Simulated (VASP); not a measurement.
# CoSn2 (I4/mcm) in VASP: further runs

CoSn2 is run at these levels: PBEsol; tasks: single point.

Everything below comes from runs of VASP 6.6.1. Logs are shortened: lines on timing, memory, paths and dates and some standing lists are left out, and cuts for length are marked.

### Step 1. The cell of the first run

The structure is tetragonal, space group I4/mcm (No. 140). The conventional cell has a = 6.365 Å, b = 6.365 Å, c = 5.457 Å, α = 90.00°, β = 90.00°, γ = 90.00°. Within 3.6 Å of Co (site symmetry 422) lie 2 Co at 2.73 Å and 8 Sn at 2.76 Å. Within 3.6 Å of Sn (site symmetry m2m) lie 4 Co at 2.76 Å and 11 Sn at 2.84 to 3.39 Å.

### Step 2. Single point, PBEsol

Input file INCAR:

```
ALGO = Normal
EDIFF = 1E-7
ENCUT = 520
GGA = PS
ISIF = 2
ISMEAR = 0
LASPH = T
LCHARG = F
LREAL = F
LWAVE = F
NBANDS = 46
NELM = 60
PREC = Accurate
SIGMA = 0.1
```

Input file KPOINTS:

```
k-points
0
Gamma
  1 1 1
```

Input file POSCAR:

```
CoSn2
1.0
   -3.1825000000      3.1825000000      2.7285000000
    3.1825000000     -3.1825000000      2.7285000000
    3.1825000000      3.1825000000     -2.7285000000
Co Sn
2 4
Direct
    0.2500000000      0.2500000000      0.0000000000
    0.7500000000      0.7500000000      0.0000000000
    0.6580000000      0.1580000000      0.8160000000
    0.1580000000      0.3420000000      0.5000000000
    0.3420000000      0.8420000000      0.1840000000
    0.8420000000      0.6580000000      0.5000000000
```

Potentials or basis: VASP PAW PBE potentials, release 64 (Co, Sn_d).

Launch:

```bash
$ cat potpaw_PBE.64/Co/POTCAR potpaw_PBE.64/Sn_d/POTCAR > POTCAR
$ mpirun -np 1 vasp_gam > vasp.out
```

OUTCAR:

```text
EDIFF = 1E-7
   ENCUT = 520
   GGA = PS
   ISIF = 2
   ISMEAR = 0
   LASPH = T
   LREAL = F
   NELM = 60
   PREC = Accurate

 ion  position               nearest neighbor table
   1  0.250  0.250  0.000-   2 2.73   2 2.73   6 2.76   3 2.76   4 2.76   5 2.76   4 2.76   6 2.76
                             3 2.76   5 2.76
   2  0.750  0.750  0.000-   1 2.73   1 2.73   5 2.76   3 2.76   5 2.76   6 2.76   6 2.76   3 2.76
                             4 2.76   4 2.76
   3  0.658  0.158  0.816-   1 2.76   2 2.76   1 2.76   2 2.76   5 2.84   5 3.19   5 3.19   6 3.39
                             4 3.39   4 3.39   6 3.39   6 3.39   4 3.39   4 3.39   6 3.39
   4  0.158  0.342  0.500-   2 2.76   1 2.76   1 2.76   2 2.76   6 2.84   6 3.19   6 3.19   5 3.39
                             3 3.39   3 3.39   5 3.39   5 3.39   5 3.39   3 3.39   3 3.39
   5  0.342  0.842  0.184-   1 2.76   2 2.76   1 2.76   2 2.76   3 2.84   3 3.19   3 3.19   6 3.39
                             4 3.39   6 3.39   4 3.39   4 3.39   6 3.39   6 3.39   4 3.39
   6  0.842  0.658  0.500-   1 2.76   2 2.76   2 2.76   1 2.76   4 2.84   4 3.19   4 3.19   5 3.39
                             3 3.39   3 3.39   5 3.39   5 3.39   5 3.39   3 3.39   3 3.39

  LATTYP: Found a body centered tetragonal cell.
 ALAT       =     6.3650000000
 C/A-ratio  =     0.8573448547

  Lattice vectors:

 A1 = (  -3.1825000000,   3.1825000000,   2.7285000000)
 A2 = (   3.1825000000,  -3.1825000000,   2.7285000000)
 A3 = (   3.1825000000,   3.1825000000,  -2.7285000000)

Analysis of symmetry for initial positions (statically):
=====================================================================
 Subroutine PRICEL returns:
 Original cell was already a primitive cell.

 Routine SETGRP: Setting up the symmetry group for a
 body centered tetragonal supercell.

 Subroutine GETGRP returns: Found 16 space group operations
 (whereof  8 operations were pure point group operations)
 out of a pool of 16 trial point group operations.

The static configuration has the point symmetry C_4h.
 The point group associated with its full space group is D_4h.

Analysis of symmetry for dynamics (positions and initial velocities):
=====================================================================
 Subroutine PRICEL returns:
 Original cell was already a primitive cell.

 Routine SETGRP: Setting up the symmetry group for a
 body centered tetragonal supercell.

 Subroutine GETGRP returns: Found 16 space group operations
 (whereof  8 operations were pure point group operations)
 out of a pool of 16 trial point group operations.

The dynamic configuration has the point symmetry C_4h.
 The point group associated with its full space group is D_4h.

 Subroutine INISYM returns: Found 16 space group operations
 (whereof  8 operations are pure point group operations),
 and found     1 'primitive' translations

----------------------------------------------------------------------------------------

                                     Primitive cell

  volume of cell :     110.5403

  direct lattice vectors                    reciprocal lattice vectors
    -3.182500000  3.182500000  2.728500000     0.000000000  0.157109191  0.183250870
     3.182500000 -3.182500000  2.728500000     0.157109191  0.000000000  0.183250870
     3.182500000  3.182500000 -2.728500000     0.157109191  0.157109191  0.000000000

  length of vectors
     5.263204798  5.263204798  5.263204798     0.241379741  0.241379741  0.222185949

  position of ions in fractional coordinates (direct lattice)
     0.250000000  0.250000000  0.000000000
     0.750000000  0.750000000  0.000000000
     0.658000000  0.158000000  0.816000000
     0.158000000  0.342000000  0.500000000
     0.342000000  0.842000000  0.184000000
     0.842000000  0.658000000  0.500000000

  ion indices of the primitive-cell ions
   primitive index   ion index
                 1           1
                 2           2
                 3           3
                 4           4
                 5           5
                 6           6

----------------------------------------------------------------------------------------

 KPOINTS: k-points

Automatic generation of k-mesh.
 Grid dimensions read from file:
 generate k-points for:    1    1    1

 Generating k-lattice:

  Cartesian coordinates                     Fractional coordinates (reciprocal lattice)
     0.000000000  0.157109191  0.183250870     1.000000000  0.000000000 -0.000000000
     0.157109191  0.000000000  0.183250870     0.000000000  1.000000000 -0.000000000
     0.157109191  0.157109191  0.000000000     0.000000000  0.000000000  1.000000000

  Length of vectors
     0.241379741  0.241379741  0.222185949

  Shift w.r.t. Gamma in fractional coordinates (k-lattice)
     0.000000000  0.000000000  0.000000000

 Subroutine IBZKPT returns following result:
 ===========================================

 Found      1 irreducible k-points:

 Following reciprocal coordinates:
            Coordinates               Weight
  0.000000  0.000000  0.000000      1.000000
   k-points           NKPTS =      1   k-points in BZ     NKDIM =      1   number of bands    NBANDS=     46
   number of dos      NEDOS =    301   number of ions     NIONS =      6
   total plane-waves  NPLWV =  64000
   dimension x,y,z NGX =    40 NGY =   40 NGZ =   40
   dimension x,y,z NGXF=    80 NGYF=   80 NGZF=   80
   ions per type =               2   4
   NGX,Y,Z   is equivalent  to a cutoff of  12.63, 12.63, 12.63 a.u.
   NGXF,Y,Z  is equivalent  to a cutoff of  25.27, 25.27, 25.27 a.u.
 SYSTEM =  unknown system
   PREC   = accura    normal or accurate (medium, high low for compatibility)
   ISTART =      0    job   : 0-new  1-cont  2-samecut
   ICHARG =      2    charge: 1-file 2-atom 10-const
   ISPIN  =      1    spin polarized calculation?
   LNONCOLLINEAR =      F non collinear calculations
   LSORBIT =      F    spin-orbit coupling
   LASPH  =      T    aspherical Exc in radial PAW
   ENCUT  =  520.0 eV  38.22 Ry    6.18 a.u.   9.79  9.79  9.79*2*pi/ulx,y,z
   NELM   =     60;   NELMIN=  2; NELMDL= -5     # of ELM steps
   EDIFF  = 0.1E-06   stopping-criterion for ELM
   LREAL  =      F    real-space projection
   EDIFFG = 0.1E-05   stopping-criterion for IOM
   NSW    =      0    number of steps for IOM
   IBRION =     -1    ionic relax: 0-MD 1-quasi-New 2-CG
   NFREE  =      0    steps in history (QN), initial steepest desc. (CG)
   ISIF   =      2    stress and relaxation
   ISYM   =      2    0-nonsym 1-usesym 2-fastsym
   POTIM  = 0.5000    time-step for ionic-motion
   TEBEG  =    0.0;   TEEND  =   0.0 temperature during run
   PSTRESS=    0.0 pullay stress
   NELECT =      74.0000    total number of electrons
   NUPDOWN=      -1.0000    fix difference up-down
   EMIN   =  10.00;   EMAX   =-10.00  energy-range for DOS
   EFERMI =   0.00;   METHOD = LEGACY
   ISMEAR =     0;   SIGMA  =   0.10  broadening in eV -4-tet -1-fermi 0-gaus
   EFERMI_NEDOS =   21; number of points for ismear=-14 and -15
   IALGO  =     38    algorithm
   IMIX   =      4    mixing-type and parameters
     AMIX     =   0.40;   BMIX     =  1.00
     AMIX_MAG =   1.60;   BMIX_MAG =  1.00
  volume/ion in A,a.u.               =      18.42       124.33
  Fermi-wavevector in a.u.,A,eV,Ry     =   1.432117  2.706309 27.904990  2.050959
  Thomas-Fermi vector in A             =   2.551779
   LORBIT       =      0    0 simple, 1 ext, 2 COOP (PROOUT), +10 PAW based schemes
   GGA     = PS    functional components
   LHFCALC =     F    Hartree Fock is set to
   AEXX    =    0.0000 exact exchange contribution
   IVDW    =     0    specifies the selected vdW correction
   LEPSILON=     F    determine dielectric tensor
   LRPA    =     F    only Hartree local field effects (RPA)
 non-spin polarized calculation
 Gauss-broadening in eV      SIGMA  =   0.10
  energy-cutoff  :      520.00
  volume of cell :      110.54
 maximum number of plane-waves:      1512
 NGX is ok and might be reduce to    40
   NGX = 19   NGY = 19   NGZ = 19

 number of electron      74.0000011 magnetization

 Free energy of the ion-electron system (eV)
  ---------------------------------------------------
  ext. energy  EPLUGINS =         0.00000000
  ---------------------------------------------------
  free energy    TOTEN  =       -26.81060142 eV

  energy without entropy =      -26.63676593  energy(sigma->0) =      -26.72368368

 E-fermi :   8.2664     XC(G=0): -11.9305

 val. band max:        8.2331836077   @ k =   0.0000   0.0000   0.0000
 cond. band min:       9.2826034907   @ k =   0.0000   0.0000   0.0000
 fundamental gap:      1.0494198830
 Fermi energy:         8.2663839264

 k-point     1 :       0.0000    0.0000    0.0000
  band No.  band energies     occupation
      1     -10.9297      2.00000
      2     -10.9025      2.00000
      3     -10.8554      2.00000
      4     -10.8265      2.00000
      5     -10.8265      2.00000
      6     -10.7932      2.00000
[... 38 lines left out ...]
     45      15.4875      0.00000
     46      15.4883      0.00000

------------------------ aborting loop because EDIFF is reached ----------------------------------------

  FORCE on cell =-STRESS in cart. coord.  units (eV):
  Direction    XX          YY          ZZ          XY          YZ          ZX
  --------------------------------------------------------------------------------------
  -------------------------------------------------------------------------------------
  Total       -1.8142051     -1.8142051      9.4224915      0.0000000      0.0000000      0.0000000
  in kB      -26.2951829    -26.2951829    136.5700789      0.0000000      0.0000000      0.0000000
  external PRESSURE =      27.9932377 kB  Pullay stress =       0.0000000 kB

 VOLUME and BASIS-vectors are now :
 -----------------------------------------------------------------------------
  energy-cutoff  :      520.00
  volume of cell :      110.54
      direct lattice vectors                 reciprocal lattice vectors
    -3.182500000  3.182500000  2.728500000     0.000000000  0.157109191  0.183250870
     3.182500000 -3.182500000  2.728500000     0.157109191  0.000000000  0.183250870
     3.182500000  3.182500000 -2.728500000     0.157109191  0.157109191  0.000000000

 POSITION                                       TOTAL-FORCE (eV/Angst)
 -----------------------------------------------------------------------------------
      0.00000      0.00000      1.36425        -0.000000     -0.000000     -0.000000
      0.00000      0.00000      4.09275         0.000000     -0.000000     -0.000000
      1.00567      4.18817      0.00000         0.591840      0.591840     -0.000000
      2.17683      1.00567      0.00000        -0.591840      0.591840     -0.000000
      2.17683     -1.00567      2.72850        -0.591840     -0.591840      0.000000
      1.00567      2.17683      2.72850         0.591840     -0.591840     -0.000000
 -----------------------------------------------------------------------------------
    total drift:                                0.000000      0.000000     -0.000000

  FREE ENERGIE OF THE ION-ELECTRON SYSTEM (eV)
  ---------------------------------------------------
  free  energy   TOTEN  =       -26.8106014232 eV

  energy  without entropy=      -26.6367659291  energy(sigma->0) =      -26.72368368
```

Wall time 25 s (1 thread of Intel Xeon 6975P-C, shared host); peak memory 0.23 GiB.

Results:

```
Free energy   : -26.8106 eV
Pressure      : 2.8 GPa
Largest force : 0.837 eV/Å
```

Forces on the atoms (eV/Å):
```
Co   0.000  0.000  0.000
Co   0.000  0.000  0.000
Sn   0.592  0.592  0.000
Sn  -0.592  0.592  0.000
Sn  -0.592 -0.592  0.000
Sn   0.592 -0.592  0.000
```

Caveat: the k points lie up to 1.52 Å⁻¹ apart; the PAW data sets were made with another functional, which shifts forces and pressure a little; spin-orbit coupling is left out, which moves the levels of the heavy elements. Spin polarisation is off, so any magnetic state and its effect on volume and gap are missing.

(Continued in part 2 of 2.)
